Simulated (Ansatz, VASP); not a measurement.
Al2Cu: VASP beside Ansatz

```xyz
3
Lattice="4.0880 0.0000 0.0307 0.0000 4.0880 0.0000 0.0214 0.0000 2.8513" Properties=species:S:1:pos:R:3 pbc="T T T"
Al    2.0547    0.0000    1.4410
Al    0.0107    2.0440    1.4257
Cu    0.0000    0.0000    0.0000
```

Change from the starting cell: strain +0.0150 x Voigt [0, 0, 0, 0, 1, 0], atoms carried along.

Alike in both runs: task single point; functional r2SCAN; k mesh 12 × 12 × 16; occupations gaussian, width 0.15 eV; no spin polarisation.

|  | VASP | Ansatz |
| --- | --- | --- |
| version | VASP 6.6.1 | Ansatz 0.2.0 |
| potentials or method | VASP PAW PBE potentials, release 64 (Al, Cu), cutoff 520 eV | scalar-relativistic, plane waves, PAW |
| valence electrons in the cell | 17 | 25 |

|  | VASP | Ansatz | Ansatz less VASP |
| --- | --- | --- | --- |
| gap on the k mesh at the Fermi level (eV) | none | none | - |
| pressure (GPa) | -0.2 | 0.1 | +0.23 |
| traceless stress, the component that is largest in VASP (GPa) | -1.02 | -1.01 | +0.005 |

VASP's potentials were made for PBE, not for r2SCAN. A gap of «none» marks a metal or a gap that the smearing closes. VASP's potentials hold 17 valence electrons a cell and Ansatz's 25, so a difference there can come from the potentials and not from the codes.
